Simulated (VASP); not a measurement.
# Au (Im-3m) in VASP: a series of runs

Au is run at these levels: BLYP; tasks: single point.

Everything below comes from runs of VASP 6.6.1. Logs are shortened: lines on timing, memory, paths and dates and some standing lists are left out, and cuts for length are marked.

### 1 The cell of the first run

It takes space group Im-3m (No. 229, cubic). The conventional cell has a = 3.394 Å, b = 3.394 Å, c = 3.394 Å, α = 90.00°, β = 90.00°, γ = 90.00°. Au (site symmetry m-3m) has 14 Au at 2.94 to 3.39 Å within 3.9 Å.

### 2 Single point, BLYP

Input file INCAR:

```
SYSTEM = Au
PREC     = Accurate       ! precision mode
ENCUT    = 520            ! plane-wave cutoff, eV
EDIFF    = 1E-6           ! SCF threshold, eV
ISMEAR   = -1             ! smearing method
SIGMA    = 0.1            ! smearing width, eV
LREAL    = .False.        ! projectors in reciprocal space
LASPH    = .True.         ! aspherical terms in the spheres
NELM     = 100            ! most SCF steps
ALGO     = Normal         ! electronic algorithm
ISIF     = 2              ! what is computed and relaxed
LWAVE    = .False.        ! write WAVECAR
LCHARG   = .False.        ! write CHGCAR
GGA      = B5             ! functional
ALDAX    = 1.0          
AGGAX    = 1.0          
AGGAC    = 1.0          
ALDAC    = 0.0          
NBANDS   = 12             ! bands
```

Input file KPOINTS:

```
Automatic mesh
0
Gamma
  14 14 14
  0 0 0
```

Input file POSCAR:

```
Au
1.0
   -1.6970613698      1.6970613698      1.6970613698
    1.6970613698     -1.6970613698      1.6970613698
    1.6970613698      1.6970613698     -1.6970613698
Au
1
Direct
    0.0000000000      0.0000000000      0.0000000000
```

Potentials or basis: VASP PAW PBE potentials, release 64 (Au).

The run is started by

```sh
cat potpaw_PBE.64/Au/POTCAR > POTCAR
mpirun -np 1 vasp_std > vasp.out
```

OUTCAR:

```text
SYSTEM = Au
   PREC = Accurate
   ENCUT = 520
   EDIFF = 1E-6
   ISMEAR = -1
   LREAL = .False.
   LASPH = .True.
   NELM = 100
   ISIF = 2
   GGA = B5

 ion  position               nearest neighbor table
   1  0.000  0.000  0.000-

  LATTYP: Found a body centered cubic cell.
 ALAT       =     3.3941227396

  Lattice vectors:

 A1 = (  -1.6970613698,   1.6970613698,   1.6970613698)
 A2 = (   1.6970613698,  -1.6970613698,   1.6970613698)
 A3 = (   1.6970613698,   1.6970613698,  -1.6970613698)

Analysis of symmetry for initial positions (statically):
=====================================================================
 Subroutine PRICEL returns:
 Original cell was already a primitive cell.

 Routine SETGRP: Setting up the symmetry group for a
 body centered cubic supercell.

 Subroutine GETGRP returns: Found 48 space group operations
 (whereof 48 operations were pure point group operations)
 out of a pool of 48 trial point group operations.

The static configuration has the point symmetry O_h .

Analysis of symmetry for dynamics (positions and initial velocities):
=====================================================================
 Subroutine PRICEL returns:
 Original cell was already a primitive cell.

 Routine SETGRP: Setting up the symmetry group for a
 body centered cubic supercell.

 Subroutine GETGRP returns: Found 48 space group operations
 (whereof 48 operations were pure point group operations)
 out of a pool of 48 trial point group operations.

The dynamic configuration has the point symmetry O_h .

 Subroutine INISYM returns: Found 48 space group operations
 (whereof 48 operations are pure point group operations),
 and found     1 'primitive' translations

----------------------------------------------------------------------------------------

                                     Primitive cell

  volume of cell :      19.5503

  direct lattice vectors                    reciprocal lattice vectors
    -1.697061370  1.697061370  1.697061370     0.000000000  0.294626941  0.294626941
     1.697061370 -1.697061370  1.697061370     0.294626941  0.000000000  0.294626941
     1.697061370  1.697061370 -1.697061370     0.294626941  0.294626941  0.000000000

  length of vectors
     2.939396516  2.939396516  2.939396516     0.416665416  0.416665416  0.416665416

  position of ions in fractional coordinates (direct lattice)
     0.000000000  0.000000000  0.000000000

  ion indices of the primitive-cell ions
   primitive index   ion index
                 1           1

----------------------------------------------------------------------------------------

 KPOINTS: Automatic mesh

Automatic generation of k-mesh.
 Grid dimensions read from file:
 generate k-points for:   14   14   14

 Generating k-lattice:

  Cartesian coordinates                     Fractional coordinates (reciprocal lattice)
     0.000000000  0.021044781  0.021044781     0.071428571  0.000000000  0.000000000
     0.021044781  0.000000000  0.021044781     0.000000000  0.071428571  0.000000000
     0.021044781  0.021044781  0.000000000     0.000000000  0.000000000  0.071428571

  Length of vectors
     0.029761815  0.029761815  0.029761815

  Shift w.r.t. Gamma in fractional coordinates (k-lattice)
     0.000000000  0.000000000  0.000000000

 Subroutine IBZKPT returns following result:
 ===========================================

 Found    104 irreducible k-points:

 Following reciprocal coordinates:
            Coordinates               Weight
  0.000000  0.000000  0.000000      1.000000
  0.071429  0.000000  0.000000     12.000000
  0.142857  0.000000  0.000000     12.000000
  0.214286  0.000000  0.000000     12.000000
  0.285714  0.000000  0.000000     12.000000
  0.357143  0.000000  0.000000     12.000000
[... 16 lines left out ...]
  0.285714  0.285714  0.000000     24.000000
  0.357143  0.285714  0.000000     24.000000
 [... further k-points ...]
   k-points           NKPTS =    104   k-points in BZ     NKDIM =    104   number of bands    NBANDS=     12
   number of dos      NEDOS =    301   number of ions     NIONS =      1
   total plane-waves  NPLWV =  13824
   dimension x,y,z NGX =    24 NGY =   24 NGZ =   24
   dimension x,y,z NGXF=    48 NGYF=   48 NGZF=   48
   ions per type =               1
   NGX,Y,Z   is equivalent  to a cutoff of  13.57, 13.57, 13.57 a.u.
   NGXF,Y,Z  is equivalent  to a cutoff of  27.15, 27.15, 27.15 a.u.
 SYSTEM =  Au
   PREC   = accura    normal or accurate (medium, high low for compatibility)
   ISTART =      0    job   : 0-new  1-cont  2-samecut
   ICHARG =      2    charge: 1-file 2-atom 10-const
   ISPIN  =      1    spin polarized calculation?
   LNONCOLLINEAR =      F non collinear calculations
   LSORBIT =      F    spin-orbit coupling
   LASPH  =      T    aspherical Exc in radial PAW
   ENCUT  =  520.0 eV  38.22 Ry    6.18 a.u.   5.47  5.47  5.47*2*pi/ulx,y,z
   NELM   =    100;   NELMIN=  2; NELMDL= -5     # of ELM steps
   EDIFF  = 0.1E-05   stopping-criterion for ELM
   LREAL  =      F    real-space projection
   EDIFFG = 0.1E-04   stopping-criterion for IOM
   NSW    =      0    number of steps for IOM
   IBRION =     -1    ionic relax: 0-MD 1-quasi-New 2-CG
   NFREE  =      0    steps in history (QN), initial steepest desc. (CG)
   ISIF   =      2    stress and relaxation
   ISYM   =      2    0-nonsym 1-usesym 2-fastsym
   POTIM  = 0.5000    time-step for ionic-motion
   TEBEG  =    0.0;   TEEND  =   0.0 temperature during run
   PSTRESS=    0.0 pullay stress
   NELECT =      11.0000    total number of electrons
   NUPDOWN=      -1.0000    fix difference up-down
   EMIN   =  10.00;   EMAX   =-10.00  energy-range for DOS
   EFERMI =   0.00;   METHOD = LEGACY
   ISMEAR =    -1;   SIGMA  =   0.10  broadening in eV -4-tet -1-fermi 0-gaus
   EFERMI_NEDOS =   21; number of points for ismear=-14 and -15
   IALGO  =     38    algorithm
   IMIX   =      4    mixing-type and parameters
     AMIX     =   0.40;   BMIX     =  1.00
     AMIX_MAG =   1.60;   BMIX_MAG =  1.00
  volume/ion in A,a.u.               =      19.55       131.93
  Fermi-wavevector in a.u.,A,eV,Ry     =   1.351517  2.553997 24.852377  1.826598
  Thomas-Fermi vector in A             =   2.478932
   LORBIT       =      0    0 simple, 1 ext, 2 COOP (PROOUT), +10 PAW based schemes
   GGA     = B5    functional components
   LHFCALC =     F    Hartree Fock is set to
   AEXX    =    0.0000 exact exchange contribution
   IVDW    =     0    specifies the selected vdW correction
   LEPSILON=     F    determine dielectric tensor
   LRPA    =     F    only Hartree local field effects (RPA)
 non-spin polarized calculation
  energy-cutoff  :      520.00
  volume of cell :       19.55
 maximum number of plane-waves:       546
 NGX is ok and might be reduce to    24
   NGX = 11   NGY = 11   NGZ = 11

 number of electron      11.0000003 magnetization

 Free energy of the ion-electron system (eV)
  ---------------------------------------------------
  ext. energy  EPLUGINS =         0.00000000
  ---------------------------------------------------
  free energy    TOTEN  =        -2.44111490 eV

  energy without entropy =       -2.42740552  energy(sigma->0) =       -2.43426021

 E-fermi :   8.0207     XC(G=0): -11.2895

 val. band max:        8.0107524841   @ k =  -0.4286   0.4286   0.1429
 cond. band min:       8.0216298033   @ k =   0.5000   0.0000   0.0000
 fundamental gap:      0.0108773193
 Fermi energy:         8.0206629267

 k-point     1 :       0.0000    0.0000    0.0000
  band No.  band energies     occupation
      1      -0.5120      2.00000
      2       3.6748      2.00000
      3       3.6748      2.00000
      4       3.6748      2.00000
      5       5.2364      2.00000
      6       5.2364      2.00000
      7      24.5737      0.00000
      8      24.5737      0.00000
      9      24.5737      0.00000
     10      29.6540      0.00000
     11      29.6540      0.00000
     12      29.6540      0.00000

 k-point     2 :       0.0714    0.0000    0.0000
  band No.  band energies     occupation
      1      -0.3453      2.00000
      2       3.6287      2.00000
      3       3.6820      2.00000
      4       3.7833      2.00000
      5       5.1830      2.00000
      6       5.2394      2.00000
      7      24.4390      0.00000
      8      24.5855      0.00000
      9      24.7642      0.00000
     10      28.2028      0.00000
     11      28.5677      0.00000
     12      29.0490      0.00000

 k-point     3 :       0.1429    0.0000    0.0000
  band No.  band energies     occupation
      1       0.1334      2.00000
      2       3.5023      2.00000
      3       3.7020      2.00000
      4       4.0988      2.00000
      5       5.0676      2.00000
      6       5.2500      2.00000
      7      23.2537      0.00000
      8      24.2760      0.00000
      9      25.3056      0.00000
     10      26.7566      0.00000
     11      27.5568      0.00000
     12      27.7021      0.00000
[... 286 lines left out ...]
 k-point    23 :       0.2857    0.2857    0.0000
  band No.  band energies     occupation
      1       2.5567      2.00000
      2       3.3644      2.00000
      3       3.9595      2.00000
      4       5.1776      2.00000
      5       5.4877      2.00000
      6       9.7114      0.00000
      7      12.7100      0.00000
      8      15.1365      0.00000
      9      21.4635      0.00000
     10      27.5665      0.00000
     11      29.1072      0.00000
     12      33.4623      0.00000

 k-point    24 :       0.3571    0.2857    0.0000
  band No.  band energies     occupation
      1       2.5806      2.00000
      2       3.4489      2.00000
      3       3.9125      2.00000
      4       5.2664      2.00000
      5       5.4774      2.00000
      6      10.6355      0.00000
      7      12.1606      0.00000
      8      14.2588      0.00000
      9      21.4489      0.00000
     10      27.9403      0.00000
     11      28.5953      0.00000
     12      33.4630      0.00000

 [... further k-points ...]

------------------------ aborting loop because EDIFF is reached ----------------------------------------

  FORCE on cell =-STRESS in cart. coord.  units (eV):
  Direction    XX          YY          ZZ          XY          YZ          ZX
  --------------------------------------------------------------------------------------
  -------------------------------------------------------------------------------------
  Total        0.0473297      0.0473297      0.0473297     -0.0000000      0.0000000     -0.0000000
  in kB        3.8787498      3.8787498      3.8787498     -0.0000000      0.0000000     -0.0000000
  external PRESSURE =       3.8787498 kB  Pullay stress =       0.0000000 kB

 VOLUME and BASIS-vectors are now :
 -----------------------------------------------------------------------------
  energy-cutoff  :      520.00
  volume of cell :       19.55
      direct lattice vectors                 reciprocal lattice vectors
    -1.697061370  1.697061370  1.697061370     0.000000000  0.294626941  0.294626941
     1.697061370 -1.697061370  1.697061370     0.294626941  0.000000000  0.294626941
     1.697061370  1.697061370 -1.697061370     0.294626941  0.294626941  0.000000000

 POSITION                                       TOTAL-FORCE (eV/Angst)
 -----------------------------------------------------------------------------------
      0.00000      0.00000      0.00000         0.000000      0.000000      0.000000
 -----------------------------------------------------------------------------------
    total drift:                               -0.000000      0.000000     -0.000000

  FREE ENERGIE OF THE ION-ELECTRON SYSTEM (eV)
  ---------------------------------------------------
  free  energy   TOTEN  =        -2.4411148986 eV

  energy  without entropy=       -2.4274055250  energy(sigma->0) =       -2.43426021
```

Wall time 27 s (1 thread of Intel Xeon Platinum 8375C at 2.90GHz (Ice Lake), shared host); peak memory 0.15 GiB.

What came out:

* Free energy: -2.4411 eV
* Pressure: 0.4 GPa

Levels at points of the mesh, in eV from the Fermi level:
| k point | band 3 | band 4 | band 5 | band 6 | band 7 | band 8 |
| --- | --- | --- | --- | --- | --- | --- |
| (0.00, 0.00, 0.00) | -4.35 | -4.35 | -2.78 | -2.78 | 16.55 | 16.55 |
| (0.50, 0.00, 0.00) | -2.92 | -2.65 | -1.57 | 0.00 | 2.67 | 12.31 |
| (0.50, 0.50, 0.50) | -1.87 | -1.87 | -1.87 | 6.11 | 6.11 | 6.11 |

Caveat: the PAW data sets were made with another functional, which shifts forces and pressure a little; spin-orbit coupling is left out, which moves the levels of the heavy elements.

### 3 Single point, BLYP (volume scaled by 0.88)

Input file INCAR:

```
SYSTEM = Au
PREC = Accurate
ENCUT = 520
EDIFF = 1E-6
ISMEAR = -1
SIGMA = 0.1
LREAL = .FALSE.
LASPH = .TRUE.
NELM = 100
ALGO = Normal
ISIF = 2
LWAVE = .FALSE.
LCHARG = .FALSE.
GGA = B5
ALDAX = 1.0
AGGAX = 1.0
AGGAC = 1.0
ALDAC = 0.0
NBANDS = 12
```

Input file KPOINTS:

```
regular mesh
0
G
  15 15 15
  0 0 0
```

Input file POSCAR:

```
Au
1.0
   -1.6262667092      1.6262667092      1.6262667092
    1.6262667092     -1.6262667092      1.6262667092
    1.6262667092      1.6262667092     -1.6262667092
Au
1
Direct
    0.0000000000      0.0000000000      0.0000000000
```

Potentials or basis: VASP PAW PBE potentials, release 64 (Au).

The run is started by

```sh
cat potpaw_PBE.64/Au/POTCAR > POTCAR
mpirun -np 1 vasp_std > vasp.out
```

Wall time 29 s (1 thread of Intel Xeon Platinum 8375C at 2.90GHz (Ice Lake), shared host); peak memory 0.15 GiB.

Results (log left out):

- Free energy: -2.3163 eV
- Pressure: 19.7 GPa

Levels at points of the mesh, in eV from the Fermi level:
```
           k point  band 2  band 3  band 4  band 5  band 6  band 7  band 8  band 9  band 10  band 11
(0.00, 0.00, 0.00)   -4.82   -4.82   -4.82   -2.90   -2.90   16.80   16.80   16.80    24.08    24.08
```

Caveat: the PAW data sets were made with another functional, which shifts forces and pressure a little; spin-orbit coupling is left out, which moves the levels of the heavy elements.

### 4 Single point, BLYP (volume scaled by 0.92)

Input file INCAR:

```
PREC = Accurate
ENCUT = 520
EDIFF = 1E-6
ISMEAR = -1
SIGMA = 0.1
LREAL = F
LASPH = T
NELM = 80
ALGO = Normal
ISIF = 2
LWAVE = F
LCHARG = F
GGA = B5
ALDAX = 1.0
AGGAX = 1.0
AGGAC = 1.0
ALDAC = 0.0
NBANDS = 12
```

Input file KPOINTS:

```
Automatic mesh
0
Gamma
  15 15 15
```

Input file POSCAR:

```
Au
1.0
   -1.6505429257      1.6505429257      1.6505429257
    1.6505429257     -1.6505429257      1.6505429257
    1.6505429257      1.6505429257     -1.6505429257
Au
1
Direct
    0.0000000000      0.0000000000      0.0000000000
```

Potentials or basis: VASP PAW PBE potentials, release 64 (Au).

The run is started by

```sh
cat potpaw_PBE.64/Au/POTCAR > POTCAR
mpirun -np 1 vasp_std > vasp.out
```

OUTCAR:

```text
PREC = Accurate
   ENCUT = 520
   EDIFF = 1E-6
   ISMEAR = -1
   LREAL = F
   LASPH = T
   NELM = 80
   ISIF = 2
   GGA = B5

 ion  position               nearest neighbor table
   1  0.000  0.000  0.000-

  LATTYP: Found a body centered cubic cell.
 ALAT       =     3.3010858514

  Lattice vectors:

 A1 = (  -1.6505429257,   1.6505429257,   1.6505429257)
 A2 = (   1.6505429257,  -1.6505429257,   1.6505429257)
 A3 = (   1.6505429257,   1.6505429257,  -1.6505429257)

[... 537 lines left out ...]
     12      34.3263      0.00000

 [... further k-points ...]

------------------------ aborting loop because EDIFF is reached ----------------------------------------

  FORCE on cell =-STRESS in cart. coord.  units (eV):
  Direction    XX          YY          ZZ          XY          YZ          ZX
  --------------------------------------------------------------------------------------
  -------------------------------------------------------------------------------------
  Total        1.2865964      1.2865964      1.2865964     -0.0000000     -0.0000000     -0.0000000
  in kB      114.6073430    114.6073430    114.6073430     -0.0000000     -0.0000000     -0.0000000
  external PRESSURE =     114.6073430 kB  Pullay stress =       0.0000000 kB

 VOLUME and BASIS-vectors are now :
 -----------------------------------------------------------------------------
  energy-cutoff  :      520.00
  volume of cell :       17.99
      direct lattice vectors                 reciprocal lattice vectors
    -1.650542926  1.650542926  1.650542926     0.000000000  0.302930625  0.302930625
     1.650542926 -1.650542926  1.650542926     0.302930625  0.000000000  0.302930625
     1.650542926  1.650542926 -1.650542926     0.302930625  0.302930625  0.000000000

 POSITION                                       TOTAL-FORCE (eV/Angst)
 -----------------------------------------------------------------------------------
      0.00000      0.00000      0.00000        -0.000000     -0.000000     -0.000000
 -----------------------------------------------------------------------------------
    total drift:                               -0.000000      0.000000      0.000000

  FREE ENERGIE OF THE ION-ELECTRON SYSTEM (eV)
  ---------------------------------------------------
  free  energy   TOTEN  =        -2.3919073392 eV

  energy  without entropy=       -2.3814366842  energy(sigma->0) =       -2.38667201
```

stdout:

```text
POSCAR found type information on POSCAR Au
 POSCAR found :  1 types and       1 ions
 scaLAPACK will be used
 -----------------------------------------------------------------------------
|                                                                             |
|                                                                             |
|     You enforced a specific xc type in the INCAR file but a different       |
|     I HOPE YOU KNOW WHAT YOU ARE DOING!                                     |
|                                                                             |
 -----------------------------------------------------------------------------

 LDA part: xc-table for (Slater(with rela. corr.)+VWN5), standard interpolation
 POSCAR, INCAR and KPOINTS ok, starting setup
 FFT: planning ... GRIDC
 FFT: planning ... GRID_SOFT
 FFT: planning ... GRID
 WAVECAR not read
 entering main loop
```

Run time: 27 s. Hardware: 1 thread of Intel Xeon Platinum 8375C at 2.90GHz (Ice Lake), shared host; peak memory 0.16 GiB.

Results:

| Quantity | Value |
| --- | --- |
| Free energy | -2.3919 eV |
| Pressure | 11.5 GPa |

Caveat: the PAW data sets were made with another functional, which shifts forces and pressure a little; spin-orbit coupling is left out, which moves the levels of the heavy elements.

### 5 Overview

```tsv
cell	k mesh	gap on the mesh (eV)	pressure (GPa)
a = 2.939 Å, angles 109.5°, 1 atom	14 × 14 × 14	none	0.4
a = 2.817 Å, angles 109.5°, 1 atom	15 × 15 × 15	none	19.7
a = 2.859 Å, angles 109.5°, 1 atom	15 × 15 × 15	none	11.5
```

Alike in all rows: task single point; level BLYP; potentials or basis VASP PAW PBE potentials, release 64 (Au); no spin polarisation; cutoff (eV) 520; smearing fermi-dirac 0.1 eV.

Caveats: the PAW data sets were made with another functional, which shifts forces and pressure a little; spin-orbit coupling is left out, which moves the levels of the heavy elements.

Total energies depend on the potentials used, so only differences within one code and one set of settings carry meaning.
